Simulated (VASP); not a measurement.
# MgSn6N (R-3) in VASP: further runs

MgSn6N is run at these levels: PBE; tasks: single point, relaxation of cell and atoms.

Program: VASP 6.6.1. These are calculated values, not measurements. Logs are shortened: lines on timing, memory, paths and dates and some standing lists are left out, and cuts for length are marked.

### 1 The cell of the first run

Symmetry: R-3, No. 148, trigonal system. The conventional cell has a = 6.821 Å, b = 6.821 Å, c = 14.955 Å, α = 90.00°, β = 90.00°, γ = 120.00°. Mg (site symmetry -3) has 12 Sn at 3.06 to 4.08 Å within 4.1 Å. Sn (site symmetry 1) has 1 N at 2.48 Å and 1 Mg at 3.06 Å and 6 Sn at 3.11 to 3.40 Å within 3.5 Å. N (site symmetry -3) has 6 Sn at 2.48 Å within 3.3 Å.

### 2 Single point, PBE

Contents of INCAR:

```
PREC = Accurate ; ENCUT = 520
EDIFF = 1E-7 ; ISMEAR = 0
SIGMA = 0.1 ; LREAL = F
LASPH = T ; NELM = 100
ALGO = Normal ; ISIF = 2
LWAVE = F ; LCHARG = F
GGA = PE ; NBANDS = 56
```

Contents of KPOINTS:

```
Automatic mesh
0
Gamma
  6 6 6
```

Contents of POSCAR:

```
MgSn6N
1.0
    3.4106811478      1.9691576788      4.9849135317
   -3.4106811478      1.9691576788      4.9849135317
    0.0000000000     -3.9383153576      4.9849135317
Mg Sn N
1 6 1
Direct
    0.0000000000      0.0000000000      0.0000000000
    0.0698244132      0.7086434386      0.5041565494
    0.9301755868      0.2913565614      0.4958434506
    0.7086434386      0.5041565494      0.0698244132
    0.2913565614      0.4958434506      0.9301755868
    0.5041565494      0.0698244132      0.7086434386
    0.4958434506      0.9301755868      0.2913565614
    0.5000000000      0.5000000000      0.5000000000
```

Potentials or basis: VASP PAW PBE potentials, release 64 (Mg, Sn_d, N).

On the command line:

```console
cat potpaw_PBE.64/Mg/POTCAR potpaw_PBE.64/Sn_d/POTCAR potpaw_PBE.64/N/POTCAR > POTCAR
mpirun -np 1 vasp_std > vasp.out
```

OUTCAR:

```text
PREC = Accurate
   ENCUT = 520
   EDIFF = 1E-7
   ISMEAR = 0
   LREAL = F
   LASPH = T
   NELM = 100
   ISIF = 2
   GGA = PE

 ion  position               nearest neighbor table
   1  0.000  0.000  0.000-   2 3.06   3 3.06   6 3.06   7 3.06   5 3.06   4 3.06
   2  0.070  0.709  0.504-   8 2.48   1 3.06   7 3.11   5 3.11   3 3.16   4 3.38   6 3.38   3 3.40

   3  0.930  0.291  0.496-   8 2.48   1 3.06   6 3.11   4 3.11   2 3.16   5 3.38   7 3.38   2 3.40

   4  0.709  0.504  0.070-   8 2.48   1 3.06   3 3.11   7 3.11   5 3.16   2 3.38   6 3.38   5 3.40

   5  0.291  0.496  0.930-   8 2.48   1 3.06   2 3.11   6 3.11   4 3.16   3 3.38   7 3.38   4 3.40

   6  0.504  0.070  0.709-   8 2.48   1 3.06   3 3.11   5 3.11   7 3.16   4 3.38   2 3.38   7 3.40

   7  0.496  0.930  0.291-   8 2.48   1 3.06   2 3.11   4 3.11   6 3.16   5 3.38   3 3.38   6 3.40

   8  0.500  0.500  0.500-   4 2.48   5 2.48   6 2.48   7 2.48   2 2.48   3 2.48

  LATTYP: Found a trigonal (rhomboedric) cell.
 ALAT       =     6.3529277325
 COS(alpha) =     0.4235463321

  Lattice vectors:

 A1 = (   3.4106811478,   1.9691576788,   4.9849135317)
 A2 = (  -3.4106811478,   1.9691576788,   4.9849135317)
 A3 = (   0.0000000000,  -3.9383153576,   4.9849135317)

Analysis of symmetry for initial positions (statically):
=====================================================================
 Subroutine PRICEL returns:
 Original cell was already a primitive cell.

 Routine SETGRP: Setting up the symmetry group for a
 trigonal (rhombohedral) supercell.

 Subroutine GETGRP returns: Found  6 space group operations
 (whereof  6 operations were pure point group operations)
 out of a pool of 12 trial point group operations.

The static configuration has the point symmetry S_6 .

Analysis of symmetry for dynamics (positions and initial velocities):
=====================================================================
 Subroutine PRICEL returns:
 Original cell was already a primitive cell.

 Routine SETGRP: Setting up the symmetry group for a
 trigonal (rhombohedral) supercell.

 Subroutine GETGRP returns: Found  6 space group operations
 (whereof  6 operations were pure point group operations)
 out of a pool of 12 trial point group operations.

The dynamic configuration has the point symmetry S_6 .

 Subroutine INISYM returns: Found  6 space group operations
 (whereof  6 operations are pure point group operations),
 and found     1 'primitive' translations

----------------------------------------------------------------------------------------

                                     Primitive cell

  volume of cell :     200.8771

  direct lattice vectors                    reciprocal lattice vectors
     3.410681148  1.969157679  4.984913532     0.146598283  0.084638558  0.066868428
    -3.410681148  1.969157679  4.984913532    -0.146598283  0.084638558  0.066868428
     0.000000000 -3.938315358  4.984913532     0.000000000 -0.169277116  0.066868428

  length of vectors
     6.352927733  6.352927733  6.352927733     0.182005848  0.182005848  0.182005848

  position of ions in fractional coordinates (direct lattice)
     0.000000000  0.000000000  0.000000000
     0.069824413  0.708643439  0.504156549
     0.930175587  0.291356561  0.495843451
     0.708643439  0.504156549  0.069824413
     0.291356561  0.495843451  0.930175587
     0.504156549  0.069824413  0.708643439
     0.495843451  0.930175587  0.291356561
     0.500000000  0.500000000  0.500000000

  ion indices of the primitive-cell ions
   primitive index   ion index
                 1           1
                 2           2
                 3           3
                 4           4
                 5           5
                 6           6
                 7           7
                 8           8

----------------------------------------------------------------------------------------

 KPOINTS: Automatic mesh

Automatic generation of k-mesh.
 Grid dimensions read from file:
 generate k-points for:    6    6    6

 Generating k-lattice:

  Cartesian coordinates                     Fractional coordinates (reciprocal lattice)
     0.024433047  0.014106426  0.011144738     0.166666667  0.000000000  0.000000000
    -0.024433047  0.014106426  0.011144738     0.000000000  0.166666667  0.000000000
     0.000000000 -0.028212853  0.011144738     0.000000000  0.000000000  0.166666667

  Length of vectors
     0.030334308  0.030334308  0.030334308

  Shift w.r.t. Gamma in fractional coordinates (k-lattice)
     0.000000000  0.000000000  0.000000000

 Subroutine IBZKPT returns following result:
 ===========================================

 Found     40 irreducible k-points:

 Following reciprocal coordinates:
            Coordinates               Weight
  0.000000  0.000000  0.000000      1.000000
  0.166667  0.000000  0.000000      6.000000
  0.333333  0.000000  0.000000      6.000000
  0.500000  0.000000  0.000000      3.000000
  0.166667  0.166667  0.000000      6.000000
  0.333333  0.166667  0.000000      6.000000
[... 16 lines left out ...]
  0.333333  0.333333  0.166667      6.000000
  0.500000  0.333333  0.166667      6.000000
 [... further k-points ...]
   k-points           NKPTS =     40   k-points in BZ     NKDIM =     40   number of bands    NBANDS=     56
   number of dos      NEDOS =    301   number of ions     NIONS =      8
   total plane-waves  NPLWV = 110592
   dimension x,y,z NGX =    48 NGY =   48 NGZ =   48
   dimension x,y,z NGXF=    96 NGYF=   96 NGZF=   96
   ions per type =               1   6   1
   NGX,Y,Z   is equivalent  to a cutoff of  12.56, 12.56, 12.56 a.u.
   NGXF,Y,Z  is equivalent  to a cutoff of  25.12, 25.12, 25.12 a.u.
 SYSTEM =  unknown system
   PREC   = accura    normal or accurate (medium, high low for compatibility)
   ISTART =      0    job   : 0-new  1-cont  2-samecut
   ICHARG =      2    charge: 1-file 2-atom 10-const
   ISPIN  =      1    spin polarized calculation?
   LNONCOLLINEAR =      F non collinear calculations
   LSORBIT =      F    spin-orbit coupling
   LASPH  =      T    aspherical Exc in radial PAW
   ENCUT  =  520.0 eV  38.22 Ry    6.18 a.u.  11.81 11.81 11.81*2*pi/ulx,y,z
   NELM   =    100;   NELMIN=  2; NELMDL= -5     # of ELM steps
   EDIFF  = 0.1E-06   stopping-criterion for ELM
   LREAL  =      F    real-space projection
   EDIFFG = 0.1E-05   stopping-criterion for IOM
   NSW    =      0    number of steps for IOM
   IBRION =     -1    ionic relax: 0-MD 1-quasi-New 2-CG
   NFREE  =      0    steps in history (QN), initial steepest desc. (CG)
   ISIF   =      2    stress and relaxation
   ISYM   =      2    0-nonsym 1-usesym 2-fastsym
   POTIM  = 0.5000    time-step for ionic-motion
   TEBEG  =    0.0;   TEEND  =   0.0 temperature during run
   PSTRESS=    0.0 pullay stress
   NELECT =      91.0000    total number of electrons
   NUPDOWN=      -1.0000    fix difference up-down
   EMIN   =  10.00;   EMAX   =-10.00  energy-range for DOS
   EFERMI =   0.00;   METHOD = LEGACY
   ISMEAR =     0;   SIGMA  =   0.10  broadening in eV -4-tet -1-fermi 0-gaus
   EFERMI_NEDOS =   21; number of points for ismear=-14 and -15
   IALGO  =     38    algorithm
   IMIX   =      4    mixing-type and parameters
     AMIX     =   0.40;   BMIX     =  1.00
     AMIX_MAG =   1.60;   BMIX_MAG =  1.00
  volume/ion in A,a.u.               =      25.11       169.45
  Fermi-wavevector in a.u.,A,eV,Ry     =   1.257318  2.375986 21.508750  1.580849
  Thomas-Fermi vector in A             =   2.390983
   LORBIT       =      0    0 simple, 1 ext, 2 COOP (PROOUT), +10 PAW based schemes
   GGA     = PE    functional components
   LHFCALC =     F    Hartree Fock is set to
   AEXX    =    0.0000 exact exchange contribution
   IVDW    =     0    specifies the selected vdW correction
   LEPSILON=     F    determine dielectric tensor
   LRPA    =     F    only Hartree local field effects (RPA)
 non-spin polarized calculation
 Gauss-broadening in eV      SIGMA  =   0.10
  energy-cutoff  :      520.00
  volume of cell :      200.88
 maximum number of plane-waves:      5428
   NGX = 23   NGY = 23   NGZ = 23

 number of electron      91.0000003 magnetization

 Free energy of the ion-electron system (eV)
  ---------------------------------------------------
  ext. energy  EPLUGINS =         0.00000000
  ---------------------------------------------------
  free energy    TOTEN  =       -30.84998813 eV

  energy without entropy =      -30.83213476  energy(sigma->0) =      -30.84106144

 E-fermi :   6.9294     XC(G=0):  -9.9621

 val. band max:        6.9223504350   @ k =   0.5000   0.5000   0.1667
 cond. band min:       6.9302624438   @ k =  -0.1667   0.5000   0.1667
 fundamental gap:      0.0079120088
 Fermi energy:         6.9294304425

 k-point     1 :       0.0000    0.0000    0.0000
  band No.  band energies     occupation
      1     -14.7040      2.00000
      2     -14.6844      2.00000
      3     -14.6844      2.00000
      4     -14.6769      2.00000
      5     -14.6477      2.00000
      6     -14.6477      2.00000
[... 48 lines left out ...]
     55      12.0406      0.00000
     56      12.0407      0.00000

 k-point     2 :       0.1667    0.0000    0.0000
  band No.  band energies     occupation
      1     -14.7046      2.00000
      2     -14.6878      2.00000
      3     -14.6866      2.00000
      4     -14.6743      2.00000
      5     -14.6520      2.00000
      6     -14.6455      2.00000
[... 48 lines left out ...]
     55      11.6007      0.00000
     56      12.0877      0.00000

 k-point     3 :       0.3333    0.0000    0.0000
  band No.  band energies     occupation
      1     -14.7049      2.00000
      2     -14.6923      2.00000
      3     -14.6895      2.00000
      4     -14.6721      2.00000
      5     -14.6607      2.00000
      6     -14.6432      2.00000
[... 1172 lines left out ...]
 k-point    23 :       0.3333    0.3333    0.1667
  band No.  band energies     occupation
      1     -14.7170      2.00000
      2     -14.6844      2.00000
      3     -14.6753      2.00000
      4     -14.6697      2.00000
      5     -14.6545      2.00000
      6     -14.6494      2.00000
[... 48 lines left out ...]
     55      11.3678      0.00000
     56      11.6720      0.00000

 k-point    24 :       0.5000    0.3333    0.1667
  band No.  band energies     occupation
      1     -14.7141      2.00000
      2     -14.6879      2.00000
      3     -14.6801      2.00000
      4     -14.6673      2.00000
      5     -14.6590      2.00000
      6     -14.6525      2.00000
[... 48 lines left out ...]
     55      10.6916      0.00000
     56      10.8435      0.00000

 [... further k-points ...]
[... 5 lines left out ...]
  --------------------------------------------------------------------------------------
  -------------------------------------------------------------------------------------
  Total       -0.0483197     -0.0483197     -0.1166588     -0.0000000      0.0000000      0.0000000
  in kB       -0.3853933     -0.3853933     -0.9304595     -0.0000002      0.0000000      0.0000000
  external PRESSURE =      -0.5670821 kB  Pullay stress =       0.0000000 kB

 VOLUME and BASIS-vectors are now :
 -----------------------------------------------------------------------------
  energy-cutoff  :      520.00
  volume of cell :      200.88
      direct lattice vectors                 reciprocal lattice vectors
     3.410681148  1.969157679  4.984913532     0.146598283  0.084638558  0.066868428
    -3.410681148  1.969157679  4.984913532    -0.146598283  0.084638558  0.066868428
     0.000000000 -3.938315358  4.984913532     0.000000000 -0.169277116  0.066868428

 POSITION                                       TOTAL-FORCE (eV/Angst)
 -----------------------------------------------------------------------------------
      0.00000      0.00000      0.00000        -0.000000      0.000000      0.000000
     -2.17881     -0.45260      6.39377        -0.006408      0.001090     -0.006402
      2.17881      0.45260      8.56097         0.006408     -0.001090      0.006402
      0.69744      2.11320      6.39377         0.004149      0.005005     -0.006402
     -0.69744     -2.11320      8.56097        -0.004149     -0.005005      0.006402
      1.48137     -1.66060      6.39377         0.002260     -0.006095     -0.006402
     -1.48137      1.66060      8.56097        -0.002260      0.006095      0.006402
      0.00000      0.00000      7.47737        -0.000000     -0.000000      0.000000
 -----------------------------------------------------------------------------------
    total drift:                               -0.000000     -0.000000      0.000000

  FREE ENERGIE OF THE ION-ELECTRON SYSTEM (eV)
  ---------------------------------------------------
  free  energy   TOTEN  =       -30.8499881322 eV

  energy  without entropy=      -30.8321347569  energy(sigma->0) =      -30.84106144
```

It took 4.7 min on 1 thread of AMD EPYC 9R45 (Zen 5), shared host; peak memory 0.52 GiB.

Results:

* Free energy: -30.8500 eV
* Pressure: -0.1 GPa
* Largest force: 0.009 eV/Å
* Band gap on the k mesh: zero (an odd number of electrons rules out a gap without spin polarisation)

Forces on the atoms (eV/Å):
```
Mg   0.000  0.000  0.000
Sn  -0.006  0.001 -0.006
Sn   0.006 -0.001  0.006
Sn   0.004  0.005 -0.006
Sn  -0.004 -0.005  0.006
Sn   0.002 -0.006 -0.006
Sn  -0.002  0.006  0.006
N    0.000  0.000  0.000
```

Levels at points of the mesh, in eV from the Fermi level:
| k point | band 43 | band 44 | band 45 | band 46 | band 47 | band 48 |
| --- | --- | --- | --- | --- | --- | --- |
| (0.00, 0.00, 0.00) | -2.73 | -1.64 | -1.47 | -0.31 | -0.31 | 0.44 |
| (0.50, 0.00, 0.00) | -1.89 | -0.40 | -0.16 | -0.08 | 0.49 | 1.46 |
| (0.50, 0.50, 0.00) | -1.30 | -0.50 | 0.36 | 0.39 | 0.42 | 0.55 |
| (0.50, 0.50, 0.50) | -1.41 | -1.41 | 0.38 | 0.38 | 1.45 | 1.58 |

Caveat: spin-orbit coupling is left out, which moves the levels of the heavy elements.

(Part 1 of 2 ends here.)

The gap in the log of VASP goes by the Fermi energy; the results here count the filled bands.